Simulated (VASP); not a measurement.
# B (Ccce) in VASP: notebook

Runs on B. Level: PBE. Tasks: single point, relaxation of cell and atoms.

All numbers are computed with VASP 6.6.1; they aren't measurements. Logs are shortened: lines on timing, memory, paths and dates and some standing lists are left out, and cuts for length are marked.

## Step 1: The cell of the first run

Symmetry: Ccce, No. 68, orthorhombic system. The conventional cell has a = 2.636 Å, b = 4.565 Å, c = 6.251 Å, α = 90.00°, β = 90.00°, γ = 90.00°. B (site symmetry 2) has 4 B at 1.68 Å within 2.2 Å. B (site symmetry 222) has 4 B at 1.68 Å within 2.2 Å.

The cell was generated, and may not be a known phase.

## Step 2: Single point, PBE

Contents of INCAR:

```
  PREC = Accurate
  ENCUT = 520
  EDIFF = 1E-7
  ISMEAR = 0
  SIGMA = 0.1
  LREAL = False
  LASPH = True
  NELM = 100
  ALGO = Normal
  ISIF = 2
  LWAVE = False
  LCHARG = False
  GGA = PE
  NBANDS = 18
```

Contents of KPOINTS:

```
regular mesh
0
Gamma
  6 6 4
```

Contents of POSCAR:

```
B
1.0
    1.3179053900     -2.2826749500      0.0000000000
    1.3179053900      2.2826749500      0.0000000000
    0.0000000000      0.0000000000      6.2513220700
B
6
Direct
    0.0000000000      0.5000000000      0.3333336300
    0.5000000000      0.0000000000      0.6666663700
    0.5000000000      0.0000000000      0.1666663700
    0.0000000000      0.5000000000      0.8333336300
    0.0000000000      0.0000000000      0.5000000000
    0.5000000000      0.5000000000      0.0000000000
```

Potentials or basis: VASP PAW PBE potentials, release 64 (B).

Command:

```bash
$ cat potpaw_PBE.64/B/POTCAR > POTCAR
$ mpirun -np 1 vasp_std > vasp.out
```

OUTCAR:

```text
PREC = Accurate
   ENCUT = 520
   EDIFF = 1E-7
   ISMEAR = 0
   LREAL = False
   LASPH = True
   NELM = 100
   ISIF = 2
   GGA = PE

 ion  position               nearest neighbor table
   1  0.000  0.500  0.333-   5 1.68   5 1.68   3 1.68   3 1.68
   2  0.500  0.000  0.667-   5 1.68   5 1.68   4 1.68   4 1.68
   3  0.500  0.000  0.167-   6 1.68   6 1.68   1 1.68   1 1.68
   4  0.000  0.500  0.833-   6 1.68   6 1.68   2 1.68   2 1.68
   5  0.000  0.000  0.500-   1 1.68   2 1.68   1 1.68   2 1.68
   6  0.500  0.500  0.000-   3 1.68   4 1.68   3 1.68   4 1.68

  LATTYP: Found a hexagonal cell.
 ALAT       =     2.6358071903
 C/A-ratio  =     2.3716917129

  Lattice vectors:

 A1 = (   1.3179053900,  -2.2826749500,   0.0000000000)
 A2 = (   1.3179053900,   2.2826749500,   0.0000000000)
 A3 = (   0.0000000000,   0.0000000000,   6.2513220700)

Analysis of symmetry for initial positions (statically):
=====================================================================
 Subroutine PRICEL returns:
 Original cell was already a primitive cell.

 Routine SETGRP: Setting up the symmetry group for a
 hexagonal supercell.

 Subroutine GETGRP returns: Found  8 space group operations
 (whereof  4 operations were pure point group operations)
 out of a pool of 24 trial point group operations.

The static configuration has the point symmetry D_2 .
 The point group associated with its full space group is D_2h.

Analysis of symmetry for dynamics (positions and initial velocities):
=====================================================================
 Subroutine PRICEL returns:
 Original cell was already a primitive cell.

 Routine SETGRP: Setting up the symmetry group for a
 hexagonal supercell.

 Subroutine GETGRP returns: Found  8 space group operations
 (whereof  4 operations were pure point group operations)
 out of a pool of 24 trial point group operations.

The dynamic configuration has the point symmetry D_2 .
 The point group associated with its full space group is D_2h.

 Subroutine INISYM returns: Found  8 space group operations
 (whereof  4 operations are pure point group operations),
 and found     1 'primitive' translations

----------------------------------------------------------------------------------------

                                     Primitive cell

  volume of cell :      37.6123

  direct lattice vectors                    reciprocal lattice vectors
     1.317905390 -2.282674950  0.000000000     0.379389904 -0.219041261  0.000000000
     1.317905390  2.282674950  0.000000000     0.379389904  0.219041261  0.000000000
     0.000000000  0.000000000  6.251322070     0.000000000  0.000000000  0.159966162

  length of vectors
     2.635807190  2.635807190  6.251322070     0.438081926  0.438081926  0.159966162

  position of ions in fractional coordinates (direct lattice)
     0.000000000  0.500000000  0.333333630
     0.500000000  0.000000000  0.666666370
     0.500000000  0.000000000  0.166666370
     0.000000000  0.500000000  0.833333630
     0.000000000  0.000000000  0.500000000
     0.500000000  0.500000000  0.000000000

  ion indices of the primitive-cell ions
   primitive index   ion index
                 1           1
                 2           2
                 3           3
                 4           4
                 5           5
                 6           6

----------------------------------------------------------------------------------------

 KPOINTS: regular mesh

Automatic generation of k-mesh.
 Grid dimensions read from file:
 generate k-points for:    6    6    4

 Generating k-lattice:

  Cartesian coordinates                     Fractional coordinates (reciprocal lattice)
     0.063231651 -0.036506877  0.000000000     0.166666667  0.000000000  0.000000000
     0.063231651  0.036506877  0.000000000     0.000000000  0.166666667  0.000000000
     0.000000000  0.000000000  0.039991541     0.000000000  0.000000000  0.250000000

  Length of vectors
     0.073013654  0.073013654  0.039991541

  Shift w.r.t. Gamma in fractional coordinates (k-lattice)
     0.000000000  0.000000000  0.000000000

 Subroutine IBZKPT returns following result:
 ===========================================

 Found     39 irreducible k-points:

 Following reciprocal coordinates:
            Coordinates               Weight
  0.000000  0.000000  0.000000      1.000000
  0.166667  0.000000  0.000000      4.000000
 -0.166667  0.166667  0.000000      2.000000
  0.333333 -0.000000  0.000000      4.000000
 -0.333333  0.333333  0.000000      2.000000
  0.500000  0.000000  0.000000      2.000000
[... 16 lines left out ...]
  0.333333  0.166667  0.250000      8.000000
 -0.166667  0.500000  0.250000      8.000000
 [... further k-points ...]
   k-points           NKPTS =     39   k-points in BZ     NKDIM =     39   number of bands    NBANDS=     18
   number of dos      NEDOS =    301   number of ions     NIONS =      6
   total plane-waves  NPLWV =  19200
   dimension x,y,z NGX =    20 NGY =   20 NGZ =   48
   dimension x,y,z NGXF=    40 NGYF=   40 NGZF=   96
   ions per type =               6
   NGX,Y,Z   is equivalent  to a cutoff of  12.61, 12.61, 12.76 a.u.
   NGXF,Y,Z  is equivalent  to a cutoff of  25.23, 25.23, 25.53 a.u.
 SYSTEM =  unknown system
   PREC   = accura    normal or accurate (medium, high low for compatibility)
   ISTART =      0    job   : 0-new  1-cont  2-samecut
   ICHARG =      2    charge: 1-file 2-atom 10-const
   ISPIN  =      1    spin polarized calculation?
   LNONCOLLINEAR =      F non collinear calculations
   LSORBIT =      F    spin-orbit coupling
   LASPH  =      T    aspherical Exc in radial PAW
   ENCUT  =  520.0 eV  38.22 Ry    6.18 a.u.   4.90  4.90 11.62*2*pi/ulx,y,z
   NELM   =    100;   NELMIN=  2; NELMDL= -5     # of ELM steps
   EDIFF  = 0.1E-06   stopping-criterion for ELM
   LREAL  =      F    real-space projection
   EDIFFG = 0.1E-05   stopping-criterion for IOM
   NSW    =      0    number of steps for IOM
   IBRION =     -1    ionic relax: 0-MD 1-quasi-New 2-CG
   NFREE  =      0    steps in history (QN), initial steepest desc. (CG)
   ISIF   =      2    stress and relaxation
   ISYM   =      2    0-nonsym 1-usesym 2-fastsym
   POTIM  = 0.5000    time-step for ionic-motion
   TEBEG  =    0.0;   TEEND  =   0.0 temperature during run
   PSTRESS=    0.0 pullay stress
   NELECT =      18.0000    total number of electrons
   NUPDOWN=      -1.0000    fix difference up-down
   EMIN   =  10.00;   EMAX   =-10.00  energy-range for DOS
   EFERMI =   0.00;   METHOD = LEGACY
   ISMEAR =     0;   SIGMA  =   0.10  broadening in eV -4-tet -1-fermi 0-gaus
   EFERMI_NEDOS =   21; number of points for ismear=-14 and -15
   IALGO  =     38    algorithm
   IMIX   =      4    mixing-type and parameters
     AMIX     =   0.40;   BMIX     =  1.00
     AMIX_MAG =   1.60;   BMIX_MAG =  1.00
  volume/ion in A,a.u.               =       6.27        42.30
  Fermi-wavevector in a.u.,A,eV,Ry     =   1.280528  2.419846 22.310166  1.639751
  Thomas-Fermi vector in A             =   2.412950
   LORBIT       =      0    0 simple, 1 ext, 2 COOP (PROOUT), +10 PAW based schemes
   GGA     = PE    functional components
   LHFCALC =     F    Hartree Fock is set to
   AEXX    =    0.0000 exact exchange contribution
   IVDW    =     0    specifies the selected vdW correction
   LEPSILON=     F    determine dielectric tensor
   LRPA    =     F    only Hartree local field effects (RPA)
 non-spin polarized calculation
 Gauss-broadening in eV      SIGMA  =   0.10
  energy-cutoff  :      520.00
  volume of cell :       37.61
 maximum number of plane-waves:      1044
   NGX =  9   NGY =  9   NGZ = 23

 number of electron      18.0000000 magnetization

 Free energy of the ion-electron system (eV)
  ---------------------------------------------------
  ext. energy  EPLUGINS =         0.00000000
  ---------------------------------------------------
  free energy    TOTEN  =       -32.35941027 eV

  energy without entropy =      -32.34525524  energy(sigma->0) =      -32.35233275

 E-fermi :   7.4282     XC(G=0): -12.5338

 val. band max:        7.4078089184   @ k =   0.1667   0.0000   0.0000
 cond. band min:       7.4472329530   @ k =  -0.3333   0.3333   0.0000
 fundamental gap:      0.0394240346
 Fermi energy:         7.4282351426

 k-point     1 :       0.0000    0.0000    0.0000
  band No.  band energies     occupation
      1      -8.7552      2.00000
      2      -5.7694      2.00000
      3      -5.7352      2.00000
      4       2.9235      2.00000
      5       2.9778      2.00000
      6       7.5111      0.24109
[... 10 lines left out ...]
     17      20.7163      0.00000
     18      20.8980      0.00000

 k-point     2 :       0.1667    0.0000    0.0000
  band No.  band energies     occupation
      1      -8.1220      2.00000
      2      -5.1568      2.00000
      3      -5.1149      2.00000
      4       3.3247      2.00000
      5       3.4984      2.00000
      6       5.5935      2.00000
[... 10 lines left out ...]
     17      19.4784      0.00000
     18      21.1765      0.00000

 k-point     3 :      -0.1667    0.1667    0.0000
  band No.  band energies     occupation
      1      -8.1222      2.00000
      2      -5.1390      2.00000
      3      -5.1331      2.00000
      4       3.4113      2.00000
      5       3.4238      2.00000
      6       5.9364      2.00000
[... 10 lines left out ...]
     17      20.2243      0.00000
     18      21.0406      0.00000

 k-point     4 :       0.3333   -0.0000    0.0000
  band No.  band energies     occupation
      1      -6.2285      2.00000
      2      -3.3453      2.00000
      3      -3.2827      2.00000
      4       1.0741      2.00000
      5       3.3004      2.00000
      6       3.8478      2.00000
[... 10 lines left out ...]
     17      18.6957      0.00000
     18      20.7163      0.00000

 k-point     5 :      -0.3333    0.3333    0.0000
  band No.  band energies     occupation
      1      -6.2302      2.00000
      2      -3.3759      2.00000
      3      -3.2595      2.00000
      4       1.1295      2.00000
      5       3.7622      2.00000
      6       4.0336      2.00000
[... 10 lines left out ...]
     17      17.3332      0.00000
     18      19.7086      0.00000

 k-point     6 :       0.5000    0.0000    0.0000
  band No.  band energies     occupation
      1      -3.1196      2.00000
      2      -3.1196      2.00000
      3      -0.9241      2.00000
      4      -0.9241      2.00000
      5       0.5039      2.00000
      6       0.5039      2.00000
[... 307 lines left out ...]
 k-point    21 :       0.1667    0.1667    0.2500
  band No.  band energies     occupation
      1      -6.6725      2.00000
      2      -5.1968      2.00000
      3      -2.2843      2.00000
      4       1.8033      2.00000
      5       3.5178      2.00000
      6       4.7337      2.00000
[... 10 lines left out ...]
     17      18.6203      0.00000
     18      20.5304      0.00000

 k-point    22 :      -0.1667    0.3333    0.2500
  band No.  band energies     occupation
      1      -6.6739      2.00000
      2      -5.1971      2.00000
      3      -2.2816      2.00000
      4       1.8559      2.00000
      5       3.8569      2.00000
      6       4.0110      2.00000
[... 10 lines left out ...]
     17      19.2495      0.00000
     18      20.2614      0.00000

 k-point    23 :       0.3333    0.1667    0.2500
  band No.  band energies     occupation
      1      -4.1687      2.00000
      2      -2.7565      2.00000
      3      -0.6481      2.00000
      4      -0.1416      2.00000
      5       1.2509      2.00000
      6       3.0516      2.00000
[... 10 lines left out ...]
     17      18.6427      0.00000
     18      19.8871      0.00000

 k-point    24 :      -0.1667    0.5000    0.2500
  band No.  band energies     occupation
      1      -4.1753      2.00000
      2      -2.7559      2.00000
      3      -0.5947      2.00000
      4      -0.1274      2.00000
      5       1.1988      2.00000
      6       2.6568      2.00000
[... 10 lines left out ...]
     17      19.2108      0.00000
     18      19.2830      0.00000

 [... further k-points ...]

------------------------ aborting loop because EDIFF is reached ----------------------------------------

  FORCE on cell =-STRESS in cart. coord.  units (eV):
  Direction    XX          YY          ZZ          XY          YZ          ZX
  --------------------------------------------------------------------------------------
  -------------------------------------------------------------------------------------
  Total       10.4858264     13.1135131     13.5959886      0.0000000      0.0000000      0.0000000
  in kB      446.6661765    558.5981050    579.1501829      0.0000000      0.0000000      0.0000000
  external PRESSURE =     528.1381548 kB  Pullay stress =       0.0000000 kB

 VOLUME and BASIS-vectors are now :
 -----------------------------------------------------------------------------
  energy-cutoff  :      520.00
  volume of cell :       37.61
      direct lattice vectors                 reciprocal lattice vectors
     1.317905390 -2.282674950  0.000000000     0.379389904 -0.219041261  0.000000000
     1.317905390  2.282674950  0.000000000     0.379389904  0.219041261  0.000000000
     0.000000000  0.000000000  6.251322070     0.000000000  0.000000000  0.159966162

 POSITION                                       TOTAL-FORCE (eV/Angst)
 -----------------------------------------------------------------------------------
      0.65895      1.14134      2.08378        -0.000000      0.000000      0.058497
      0.65895     -1.14134      4.16755         0.000000      0.000000     -0.058497
      0.65895     -1.14134      1.04189        -0.000000      0.000000     -0.058497
      0.65895      1.14134      5.20944         0.000000      0.000000      0.058497
      0.00000      0.00000      3.12566         0.000000     -0.000000     -0.000000
      1.31791      0.00000      0.00000         0.000000     -0.000000     -0.000000
 -----------------------------------------------------------------------------------
    total drift:                                0.000000      0.000000      0.000000

  FREE ENERGIE OF THE ION-ELECTRON SYSTEM (eV)
  ---------------------------------------------------
  free  energy   TOTEN  =       -32.3594102689 eV

  energy  without entropy=      -32.3452552351  energy(sigma->0) =      -32.35233275
```

Wall time 11 s (1 thread of AMD EPYC 9R45 (Zen 5), shared host); peak memory 0.12 GiB.

What came out:

```
Free energy            : -32.3594 eV
Pressure               : 52.8 GPa
Largest force          : 0.058 eV/Å
Band gap on the k mesh : zero (bands 9 and 10 overlap by 6.27 eV)
```

Forces in eV/Å, atoms in the order of the input:
```
B    0.000  0.000  0.058
B    0.000  0.000 -0.058
B    0.000  0.000 -0.058
B    0.000  0.000  0.058
B    0.000  0.000  0.000
B    0.000  0.000  0.000
```

Caveat: the k points lie up to 0.46 Å⁻¹ apart, too coarse for converged energies and pressures of a metal.

## Step 3: Single point, PBE

This run uses another cell than the first one, of 6.78 Å³/atom.

Contents of INCAR:

```
PREC = Accurate ; ENCUT = 520
EDIFF = 1E-6 ; ISMEAR = 0
SIGMA = 0.1 ; LREAL = F
LASPH = T ; NELM = 100
ALGO = Normal ; ISIF = 2
LWAVE = F ; LCHARG = F
GGA = PE ; NBANDS = 18
```

Contents of KPOINTS:

```
Automatic mesh
0
Gamma
  6 6 4
```

Contents of POSCAR:

```
B
1.0
    1.0566537201     -2.7950311706      0.0000000000
    1.0566537201      2.7950311706      0.0000000000
    0.0000000000      0.0000000000      6.8850652662
B
6
Direct
    0.0000000000      0.5000000000      0.3565424371
    0.5000000000      0.0000000000      0.6434575629
    0.5000000000      0.0000000000      0.1434575629
    0.0000000000      0.5000000000      0.8565424371
    0.0000000000      0.0000000000      0.5000000000
    0.5000000000      0.5000000000      0.0000000000
```

Potentials or basis: VASP PAW PBE potentials, release 64 (B).

Command:

```bash
$ cat potpaw_PBE.64/B/POTCAR > POTCAR
$ mpirun -np 1 vasp_std > vasp.out
```

Wall time 16 s (1 thread of AMD EPYC 9R45 (Zen 5), shared host); peak memory 0.14 GiB.

The run converged. Its results:

* Free energy: -35.1865 eV
* Pressure: 0.0 GPa
* Largest force: 0.006 eV/Å
* Band gap on the k mesh: zero (bands 9 and 10 overlap by 5.88 eV)

Forces in eV/Å, atoms in the order of the input:
```
B    0.000  0.000 -0.006
B    0.000  0.000  0.006
B    0.000  0.000  0.006
B    0.000  0.000 -0.006
B    0.000  0.000  0.000
B    0.000  0.000  0.000
```

Stress tensor (GPa, compression positive):
```
-0.06  0.00  0.00
 0.00 -0.15  0.00
 0.00  0.00  0.22
```

Levels at points of the mesh, in eV from the Fermi level:
```tsv
k point	band 4	band 5	band 6	band 7	band 8	band 9	band 10	band 11	band 12	band 13
(0.00, 0.00, 0.00)	-7.50	-5.68	-4.16	-2.60	0.59	0.59	3.94	4.85	5.56	8.16
(0.50, 0.00, 0.00)	-7.84	-4.95	-4.95	-2.65	-2.65	-0.71	-0.71	-0.05	-0.05	3.48
(0.50, 0.50, 0.00)	-10.53	-9.86	-7.95	-6.36	-3.40	-0.45	3.40	5.49	7.44	8.98
(0.00, 0.00, 0.50)	-10.80	-3.57	-3.57	-1.88	-1.88	2.75	2.75	4.33	4.33	8.67
(0.50, 0.00, 0.50)	-8.32	-3.81	-3.81	-3.11	-3.11	-1.88	-1.88	0.08	0.08	4.49
(0.50, 0.50, 0.50)	-11.05	-8.43	-8.43	-5.69	-5.69	2.47	2.47	6.69	6.69	8.10
```

Caveat: the k points lie up to 0.53 Å⁻¹ apart, too coarse for converged energies and pressures of a metal.

(Part 1 of 2 ends here.)

The gap in the log of VASP goes by the Fermi energy; the results here count the filled bands.